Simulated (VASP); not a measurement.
Runs of VASP 6.6.1 on Sb. The structure is that of space group Pm-3m (No. 221), or close to it. The cells are those of the table. 

```csv
cell,gap on the mesh (eV),pressure (GPa)
"a = 3.028 Å, 1 atom",none,(a)
"a = 3.073 Å, 1 atom",none,0.4
"a = 3.202 Å, 1 atom",none,(b)
"a = 3.160 Å, 1 atom",none,-3.7
"a = 3.242 Å, 1 atom",none,-6.4
```

Alike in all rows: task single point; level r2SCAN; potentials or basis VASP PAW PBE potentials, release 64 (Sb); no spin polarisation; k mesh 9 × 9 × 9; cutoff (eV) 520; smearing fermi-dirac 0.05 eV.

Question: Fill in the values left out.

Answer: (a) 3.5; (b) -5.2.

Caveats: the PAW data sets were made with another functional, which shifts forces and pressure a little; spin-orbit coupling is left out, which moves the levels of the heavy elements.

A k mesh can miss the band edges, and the runs leave out spin-orbit coupling on Sb.

A gap of «none» marks levels without a gap at the run's occupations.
